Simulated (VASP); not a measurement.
# HfC5 (P4/mmm) in VASP: a series of runs

HfC5 is run at these levels: PBE; tasks: single point, relaxation of cell and atoms.

Everything below comes from runs of VASP 6.6.1. Logs are shortened: lines on timing, memory, paths and dates and some standing lists are left out, and cuts for length are marked.

### 1 The cell of the first run

The structure is tetragonal, space group P4/mmm (No. 123). Conventional cell: a = 4.848 Å, b = 4.848 Å, c = 3.012 Å, α = 90.00°, β = 90.00°, γ = 90.00°. Hf (site symmetry 4/mmm) has 4 C at 2.33 Å and 2 Hf at 3.01 Å within 3.1 Å. C (site symmetry m2m) has 4 C at 1.55 to 1.86 Å within 2.1 Å. Within 2.5 Å of C (site symmetry 4/mmm) lie 8 C at 1.86 Å.

### 2 Single point, PBE

Input file INCAR:

```
SYSTEM = HfC5
PREC = Accurate
ENCUT = 520
EDIFF = 1E-7
ISMEAR = 0
SIGMA = 0.1
LREAL = .FALSE.
LASPH = .TRUE.
NELM = 100
ALGO = Normal
ISIF = 2
LWAVE = .FALSE.
LCHARG = .TRUE.
GGA = PE
LELF = .TRUE.
LVHAR = .TRUE.
NBANDS = 24
```

Input file KPOINTS:

```
Automatic mesh
0
G
  8 8 12
  0 0 0
```

Input file POSCAR:

```
HfC5
1.0
    4.8484962871      0.0000000000      0.0000000000
    0.0000000000      4.8484962871      0.0000000000
    0.0000000000      0.0000000000      3.0121885740
Hf C
1 5
Direct
    0.5000000000      0.5000000000      0.5000000000
    0.8404181335      0.8404181335      0.5000000000
    0.1595818665      0.1595818665      0.5000000000
    0.1595818665      0.8404181335      0.5000000000
    0.8404181335      0.1595818665      0.5000000000
    0.0000000000      0.0000000000      0.0000000000
```

Potentials or basis: VASP PAW PBE potentials, release 64 (Hf_pv, C).

Launch:

```sh
$ cat potpaw_PBE.64/Hf_pv/POTCAR potpaw_PBE.64/C/POTCAR > POTCAR
$ mpirun -np 1 vasp_std > vasp.out
```

OUTCAR:

```text
SYSTEM = HfC5
   PREC = Accurate
   ENCUT = 520
   EDIFF = 1E-7
   ISMEAR = 0
   LREAL = .FALSE.
   LASPH = .TRUE.
   NELM = 100
   ISIF = 2
   GGA = PE

 ion  position               nearest neighbor table
   1  0.500  0.500  0.500-   2 2.33   3 2.33   4 2.33   5 2.33
   2  0.840  0.840  0.500-   4 1.55   5 1.55   6 1.86   6 1.86   1 2.33
   3  0.160  0.160  0.500-   4 1.55   5 1.55   6 1.86   6 1.86   1 2.33
   4  0.160  0.840  0.500-   2 1.55   3 1.55   6 1.86   6 1.86   1 2.33
   5  0.840  0.160  0.500-   2 1.55   3 1.55   6 1.86   6 1.86   1 2.33
   6  0.000  0.000  0.000-   2 1.86   3 1.86   4 1.86   5 1.86   2 1.86   3 1.86   4 1.86   5 1.86

  LATTYP: Found a simple tetragonal cell.
 ALAT       =     4.8484962871
 C/A-ratio  =     0.6212624277

  Lattice vectors:

 A1 = (   4.8484962871,   0.0000000000,   0.0000000000)
 A2 = (   0.0000000000,   4.8484962871,   0.0000000000)
 A3 = (   0.0000000000,   0.0000000000,   3.0121885740)

Analysis of symmetry for initial positions (statically):
=====================================================================
 Subroutine PRICEL returns:
 Original cell was already a primitive cell.

 Routine SETGRP: Setting up the symmetry group for a
 simple tetragonal supercell.

 Subroutine GETGRP returns: Found 16 space group operations
 (whereof 16 operations were pure point group operations)
 out of a pool of 16 trial point group operations.

The static configuration has the point symmetry D_4h.

Analysis of symmetry for dynamics (positions and initial velocities):
=====================================================================
 Subroutine PRICEL returns:
 Original cell was already a primitive cell.

 Routine SETGRP: Setting up the symmetry group for a
 simple tetragonal supercell.

 Subroutine GETGRP returns: Found 16 space group operations
 (whereof 16 operations were pure point group operations)
 out of a pool of 16 trial point group operations.

The dynamic configuration has the point symmetry D_4h.

 Subroutine INISYM returns: Found 16 space group operations
 (whereof 16 operations are pure point group operations),
 and found     1 'primitive' translations

----------------------------------------------------------------------------------------

                                     Primitive cell

  volume of cell :      70.8103

  direct lattice vectors                    reciprocal lattice vectors
     4.848496287  0.000000000  0.000000000     0.206249513  0.000000000  0.000000000
     0.000000000  4.848496287  0.000000000     0.000000000  0.206249513  0.000000000
     0.000000000  0.000000000  3.012188574     0.000000000  0.000000000  0.331984527

  length of vectors
     4.848496287  4.848496287  3.012188574     0.206249513  0.206249513  0.331984527

  position of ions in fractional coordinates (direct lattice)
     0.500000000  0.500000000  0.500000000
     0.840418134  0.840418134  0.500000000
     0.159581866  0.159581866  0.500000000
     0.159581866  0.840418134  0.500000000
     0.840418134  0.159581866  0.500000000
     0.000000000  0.000000000  0.000000000

  ion indices of the primitive-cell ions
   primitive index   ion index
                 1           1
                 2           2
                 3           3
                 4           4
                 5           5
                 6           6

----------------------------------------------------------------------------------------

 KPOINTS: Automatic mesh

Automatic generation of k-mesh.
 Grid dimensions read from file:
 generate k-points for:    8    8   12

 Generating k-lattice:

  Cartesian coordinates                     Fractional coordinates (reciprocal lattice)
     0.025781189  0.000000000  0.000000000     0.125000000  0.000000000  0.000000000
     0.000000000  0.025781189  0.000000000     0.000000000  0.125000000  0.000000000
     0.000000000  0.000000000  0.027665377     0.000000000  0.000000000  0.083333333

  Length of vectors
     0.025781189  0.025781189  0.027665377

  Shift w.r.t. Gamma in fractional coordinates (k-lattice)
     0.000000000  0.000000000  0.000000000

 Subroutine IBZKPT returns following result:
 ===========================================

 Found    105 irreducible k-points:

 Following reciprocal coordinates:
            Coordinates               Weight
  0.000000  0.000000  0.000000      1.000000
  0.125000  0.000000  0.000000      4.000000
  0.250000  0.000000  0.000000      4.000000
  0.375000  0.000000  0.000000      4.000000
  0.500000  0.000000  0.000000      2.000000
  0.125000  0.125000  0.000000      4.000000
[... 16 lines left out ...]
  0.375000  0.125000  0.083333     16.000000
  0.500000  0.125000  0.083333      8.000000
 [... further k-points ...]
   k-points           NKPTS =    105   k-points in BZ     NKDIM =    105   number of bands    NBANDS=     24
   number of dos      NEDOS =    301   number of ions     NIONS =      6
   total plane-waves  NPLWV =  31104
[... 26 lines left out ...]
   NELECT =      30.0000    total number of electrons
   NUPDOWN=      -1.0000    fix difference up-down
   EMIN   =  10.00;   EMAX   =-10.00  energy-range for DOS
   EFERMI =   0.00;   METHOD = LEGACY
   ISMEAR =     0;   SIGMA  =   0.10  broadening in eV -4-tet -1-fermi 0-gaus
   EFERMI_NEDOS =   21; number of points for ismear=-14 and -15
   IALGO  =     38    algorithm
   IMIX   =      4    mixing-type and parameters
     AMIX     =   0.40;   BMIX     =  1.00
     AMIX_MAG =   1.60;   BMIX_MAG =  1.00
  volume/ion in A,a.u.               =      11.80        79.64
  Fermi-wavevector in a.u.,A,eV,Ry     =   1.229560  2.323532 20.569539  1.511818
  Thomas-Fermi vector in A             =   2.364443
   LORBIT       =      0    0 simple, 1 ext, 2 COOP (PROOUT), +10 PAW based schemes
   GGA     = PE    functional components
   LHFCALC =     F    Hartree Fock is set to
   AEXX    =    0.0000 exact exchange contribution
   IVDW    =     0    specifies the selected vdW correction
   LEPSILON=     F    determine dielectric tensor
   LRPA    =     F    only Hartree local field effects (RPA)
 non-spin polarized calculation
 Gauss-broadening in eV      SIGMA  =   0.10
  energy-cutoff  :      520.00
  volume of cell :       70.81
 maximum number of plane-waves:      1938
   NGX = 19   NGY = 19   NGZ = 11

 number of electron      29.9999996 magnetization

 Free energy of the ion-electron system (eV)
  ---------------------------------------------------
  ext. energy  EPLUGINS =         0.00000000
  ---------------------------------------------------
  free energy    TOTEN  =       -44.54943388 eV

  energy without entropy =      -44.54273035  energy(sigma->0) =      -44.54608212

 E-fermi :   4.3954     XC(G=0): -10.4422

 val. band max:        4.3851955192   @ k =   0.5000   0.0000   0.0000
 cond. band min:       4.4199869643   @ k =   0.5000   0.1250   0.3333
 fundamental gap:      0.0347914450
 Fermi energy:         4.3953656051

 k-point     1 :       0.0000    0.0000    0.0000
  band No.  band energies     occupation
      1     -26.3864      2.00000
      2     -26.3864      2.00000
      3     -26.1062      2.00000
      4     -16.0625      2.00000
      5      -7.6549      2.00000
      6      -7.6549      2.00000
[... 16 lines left out ...]
     23      10.7299      0.00000
     24      11.8255      0.00000

 k-point     2 :       0.1250    0.0000    0.0000
  band No.  band energies     occupation
      1     -26.3872      2.00000
      2     -26.3862      2.00000
      3     -26.1062      2.00000
      4     -16.0546      2.00000
      5      -7.7551      2.00000
      6      -7.6732      2.00000
[... 16 lines left out ...]
     23      10.9221      0.00000
     24      11.8159      0.00000

 k-point     3 :       0.2500    0.0000    0.0000
  band No.  band energies     occupation
      1     -26.3892      2.00000
      2     -26.3859      2.00000
      3     -26.1061      2.00000
      4     -16.0356      2.00000
      5      -7.9740      2.00000
      6      -7.7164      2.00000
[... 16 lines left out ...]
     23      11.3953      0.00000
     24      11.5991      0.00000
[... 514 lines left out ...]
 k-point    23 :       0.3750    0.1250    0.0833
  band No.  band energies     occupation
      1     -26.3862      2.00000
      2     -26.3816      2.00000
      3     -26.1522      2.00000
      4     -15.9469      2.00000
      5      -8.0684      2.00000
      6      -7.7187      2.00000
[... 16 lines left out ...]
     23      11.1342      0.00000
     24      11.8118      0.00000

 k-point    24 :       0.5000    0.1250    0.0833
  band No.  band energies     occupation
      1     -26.3870      2.00000
      2     -26.3814      2.00000
      3     -26.1522      2.00000
      4     -15.9399      2.00000
      5      -8.1314      2.00000
      6      -7.7331      2.00000
[... 16 lines left out ...]
     23      11.2882      0.00000
     24      11.4060      0.00000

 [... further k-points ...]
[... 5 lines left out ...]
  --------------------------------------------------------------------------------------
  -------------------------------------------------------------------------------------
  Total        0.0007758      0.0007758      0.0435052      0.0000000      0.0000000      0.0000000
  in kB        0.0175527      0.0175527      0.9843643      0.0000000      0.0000000      0.0000000
  external PRESSURE =       0.3398232 kB  Pullay stress =       0.0000000 kB

 VOLUME and BASIS-vectors are now :
 -----------------------------------------------------------------------------
  energy-cutoff  :      520.00
  volume of cell :       70.81
      direct lattice vectors                 reciprocal lattice vectors
     4.848496287  0.000000000  0.000000000     0.206249513  0.000000000  0.000000000
     0.000000000  4.848496287  0.000000000     0.000000000  0.206249513  0.000000000
     0.000000000  0.000000000  3.012188574     0.000000000  0.000000000  0.331984527

 POSITION                                       TOTAL-FORCE (eV/Angst)
 -----------------------------------------------------------------------------------
      2.42425      2.42425      1.50609         0.000000      0.000000      0.000000
      4.07476      4.07476      1.50609        -0.075895     -0.075895      0.000000
      0.77373      0.77373      1.50609         0.075895      0.075895      0.000000
      0.77373      4.07476      1.50609         0.075895     -0.075895      0.000000
      4.07476      0.77373      1.50609        -0.075895      0.075895     -0.000000
      0.00000      0.00000      0.00000         0.000000      0.000000      0.000000
 -----------------------------------------------------------------------------------
    total drift:                               -0.000000      0.000000      0.000000

  FREE ENERGIE OF THE ION-ELECTRON SYSTEM (eV)
  ---------------------------------------------------
  free  energy   TOTEN  =       -44.5494338756 eV

  energy  without entropy=      -44.5427303546  energy(sigma->0) =      -44.54608212
```

It took 1.8 min on 1 thread of Intel Xeon Platinum 8259CL at 2.50GHz (Skylake/Cascade Lake), shared host; peak memory 0.28 GiB.

What came out:

```yaml
Free_energy: -44.5494 eV
Pressure: 0.0 GPa
Largest_force: 0.107 eV/Å
Band_gap_on_the_k_mesh: zero (band 15 reaches 5.21 eV, above the bottom of band 16 at 3.42 eV)
```

Forces on the atoms (eV/Å):
```
Hf   0.000  0.000  0.000
C   -0.076 -0.076  0.000
C    0.076  0.076  0.000
C    0.076 -0.076  0.000
C   -0.076  0.076  0.000
C    0.000  0.000  0.000
```

Stress tensor (GPa, compression positive):
```
0.00 0.00 0.00
0.00 0.00 0.00
0.00 0.00 0.10
```

Levels at points of the mesh, in eV from the Fermi level:
```
           k point  band 13  band 14  band 15  band 16  band 17  band 18
(0.00, 0.00, 0.00)    -1.62    -1.62     0.28     0.28     1.64     1.64
(0.50, 0.00, 0.00)    -2.86    -1.61    -0.01     0.38     0.59     1.67
(0.50, 0.50, 0.00)    -1.42    -1.42     0.11     0.11     1.30     1.30
(0.00, 0.00, 0.50)    -0.72    -0.72     0.44     0.44     1.09     2.29
(0.50, 0.00, 0.50)    -2.77    -2.22    -0.95    -0.66     1.73     3.29
(0.50, 0.50, 0.50)    -0.43    -0.43     0.42     0.42     0.54     2.28
```

Caveat: spin-orbit coupling is left out, which moves the levels of the heavy elements.

### 3 Relaxation of cell and atoms, PBE

This run uses another cell than the first one, of 12.09 Å³/atom, 1.025 times its volume.

Input file INCAR:

```
ALGO     = Normal         # electronic algorithm
EDIFF    = 1E-7           # SCF threshold, eV
EDIFFG   = -0.01          # ionic threshold
ENCUT    = 600            # plane-wave cutoff, eV
GGA      = PE             # functional
IBRION   = 2              # ionic algorithm
ISIF     = 3              # what is computed and relaxed
ISMEAR   = 0              # smearing method
LASPH    = True           # aspherical terms in the spheres
LCHARG   = False          # write CHGCAR
LREAL    = False          # projectors in reciprocal space
LWAVE    = False          # write WAVECAR
NELM     = 100            # most SCF steps
NSW      = 100            # ionic steps
PREC     = Accurate       # precision mode
SIGMA    = 0.1            # smearing width, eV
```

Input file KPOINTS:

```
k-points
0
Gamma
  8 8 12
```

Input file POSCAR:

```
HfC5
1.0
    4.8521270562      0.0000000000      0.0000000000
    0.0000000000      4.8521270562      0.0000000000
    0.0000000000      0.0000000000      3.0819016484
Hf C
1 5
Direct
    0.5000000000      0.5000000000      0.5000000000
    0.8413413230      0.8413413230      0.5000000000
    0.1586586770      0.1586586770      0.5000000000
    0.1586586770      0.8413413230      0.5000000000
    0.8413413230      0.1586586770      0.5000000000
    0.0000000000      0.0000000000      0.0000000000
```

Potentials or basis: VASP PAW PBE potentials, release 64 (Hf_pv, C).

Launch:

```sh
$ cat potpaw_PBE.64/Hf_pv/POTCAR potpaw_PBE.64/C/POTCAR > POTCAR
$ mpirun -np 1 vasp_std > vasp.out
```

It took 27 min on 1 thread of Intel Xeon Platinum 8259CL at 2.50GHz (Skylake/Cascade Lake), shared host; peak memory 0.35 GiB.

Results (log left out):

- Free energy: -44.5582 eV
- Relaxed volume: 11.78 Å³/atom
- Relaxed cell: a = 4.844 Å, b = 4.844 Å, c = 3.012 Å, α = 90.00°, β = 90.00°, γ = 90.00°
- Space group after relaxing (to 0.05 Å): P4/mmm (No. 123)
- Energy gained by relaxing: 4.2 meV/atom
- Ionic steps: 22
- Pressure after relaxing: -0.1 GPa
- Largest force after relaxing: 0.006 eV/Å
- Band gap on the k mesh: zero (band 15 reaches 5.22 eV, above the bottom of band 16 at 3.43 eV)

Forces in eV/Å, atoms in the order of the input:
```
Hf   0.000  0.000  0.000
C    0.004  0.004  0.000
C   -0.004 -0.004  0.000
C   -0.004  0.004  0.000
C    0.004 -0.004  0.000
C    0.000  0.000  0.000
```

Step by step:
```csv
step,energy change (eV),largest force (eV/Å),pressure (GPa),volume (Å³)
1,0.0000,0.1798,-1.10,72.56
2,-0.0048,0.0745,-0.12,71.69
3,-0.0052,0.0241,-0.32,71.86
4,-0.0078,0.0660,-0.02,71.48
5,-0.0186,0.2105,1.31,70.35
6,0.0275,0.1259,5.72,68.10
7,-0.0191,0.2069,1.65,70.15
8,-0.0194,0.1993,1.69,70.12
9,-0.0198,0.1770,1.80,70.02
10,-0.0198,0.1312,2.03,69.84
11,-0.0200,0.1540,1.92,69.93
12,-0.0204,0.1438,1.84,69.96
13,-0.0214,0.1130,1.62,70.03
14,-0.0230,0.0518,1.18,70.18
15,-0.0245,0.0688,0.32,70.48
16,-0.0245,0.0902,0.17,70.53
17,-0.0247,0.0782,0.14,70.55
18,-0.0250,0.0422,0.06,70.61
19,-0.0252,0.0296,-0.08,70.73
20,-0.0252,0.0069,-0.04,70.69
21,-0.0252,0.0028,-0.04,70.69
22,-0.0252,0.0060,-0.05,70.68
```

Final structure:
```
CELL_PARAMETERS angstrom
4.84386 0.00000 0.00000
0.00000 4.84386 0.00000
0.00000 0.00000 3.01244
ATOMIC_POSITIONS crystal
Hf 0.50000 0.50000 0.50000
C 0.84006 0.84006 0.50000
C 0.15994 0.15994 0.50000
C 0.15994 0.84006 0.50000
C 0.84006 0.15994 0.50000
C 0.00000 0.00000 0.00000
```

Levels at points of the mesh, in eV from the Fermi level:
```
           k point  band 12  band 13  band 14  band 15  band 16  band 17  band 18  band 19
(0.00, 0.00, 0.00)    -1.81    -1.62    -1.62     0.28     0.28     1.65     1.65     2.44
(0.50, 0.00, 0.00)    -4.07    -2.87    -1.61    -0.02     0.38     0.60     1.68     2.53
(0.50, 0.50, 0.00)    -1.78    -1.41    -1.41     0.11     0.11     1.30     1.30     1.49
(0.00, 0.00, 0.50)    -4.84    -0.72    -0.72     0.45     0.45     1.08     2.27     3.25
(0.50, 0.00, 0.50)    -3.57    -2.78    -2.23    -0.96    -0.66     1.73     3.30     4.62
(0.50, 0.50, 0.50)    -4.87    -0.42    -0.42     0.43     0.43     0.53     2.28     4.20
```

Caveat: spin-orbit coupling is left out, which moves the levels of the heavy elements.

### 4 Single point, PBE

This run uses another cell than the first one, of 12.09 Å³/atom, 1.025 times its volume.

Input file INCAR:

```
SYSTEM = HfC5
PREC = Accurate
ENCUT = 520
EDIFF = 1E-7
ISMEAR = 0
SIGMA = 0.1
LREAL = .FALSE.
LASPH = .TRUE.
NELM = 100
ALGO = Normal
ISIF = 2
LWAVE = .FALSE.
LCHARG = .FALSE.
GGA = PE
NBANDS = 24
```

Input file KPOINTS:

```
regular mesh
0
G
  4 4 6
  0 0 0
```

POSCAR is that of step 3.

Launch:

```sh
$ cat potpaw_PBE.64/Hf_pv/POTCAR potpaw_PBE.64/C/POTCAR > POTCAR
$ mpirun -np 1 vasp_std > vasp.out
```

It took 46 s on 1 thread of Intel Xeon Platinum 8259CL at 2.50GHz (Skylake/Cascade Lake), shared host; peak memory 0.19 GiB.

Results (log left out):

```yaml
Free_energy: -44.6547 eV
Pressure: 0.0 GPa
Largest_force: 0.097 eV/Å
Band_gap_on_the_k_mesh: zero (band 15 reaches 4.96 eV, above the bottom of band 16 at 3.50 eV)
```

Forces on the atoms (eV/Å):
```
Hf   0.000  0.000  0.000
C   -0.069 -0.069  0.000
C    0.069  0.069  0.000
C    0.069 -0.069  0.000
C   -0.069  0.069  0.000
C    0.000  0.000  0.000
```

Stress tensor (GPa, compression positive):
```
 0.01  0.00  0.00
 0.00  0.01  0.00
 0.00  0.00 -0.12
```

Levels at points of the mesh, in eV from the Fermi level:
```tsv
k point	band 12	band 13	band 14	band 15	band 16	band 17	band 18	band 19
(0.00, 0.00, 0.00)	-1.60	-1.60	-1.60	0.07	0.07	1.32	1.32	2.38
(0.50, 0.00, 0.00)	-4.09	-2.82	-1.42	-0.01	0.15	0.38	1.33	2.18
(0.50, 0.50, 0.00)	-1.55	-1.37	-1.37	-0.11	-0.11	1.03	1.03	1.52
(0.00, 0.00, 0.50)	-4.89	-0.81	-0.81	0.62	0.62	0.97	2.40	3.11
(0.50, 0.00, 0.50)	-3.66	-2.83	-2.27	-0.78	-0.53	1.66	3.19	4.73
(0.50, 0.50, 0.50)	-5.03	-0.51	-0.51	0.58	0.59	0.59	2.21	3.85
```

Caveat: spin-orbit coupling is left out, which moves the levels of the heavy elements.

### 5 Overview

```tsv
task	cell	k mesh	cutoff (eV)	gap on the mesh (eV)	pressure (GPa)	largest force (eV/Å)
single point	a = 4.848, b = 4.848, c = 3.012 Å, 6 atoms	8 × 8 × 12	520	none	0.0	0.11
relaxation of cell and atoms	relaxed from a = 4.852, b = 4.852, c = 3.082 Å, 6 atoms	8 × 8 × 12	600	none	-0.1	0.01
single point	a = 4.852, b = 4.852, c = 3.082 Å, 6 atoms	4 × 4 × 6	520	none	0.0	0.10
```

Alike in all rows: level PBE; potentials or basis VASP PAW PBE potentials, release 64 (Hf_pv, C); no spin polarisation; smearing gaussian 0.1 eV.

Caveats: spin-orbit coupling is left out, which moves the levels of the heavy elements.

Total energies depend on the potentials used, so only differences within one code and one set of settings carry meaning.
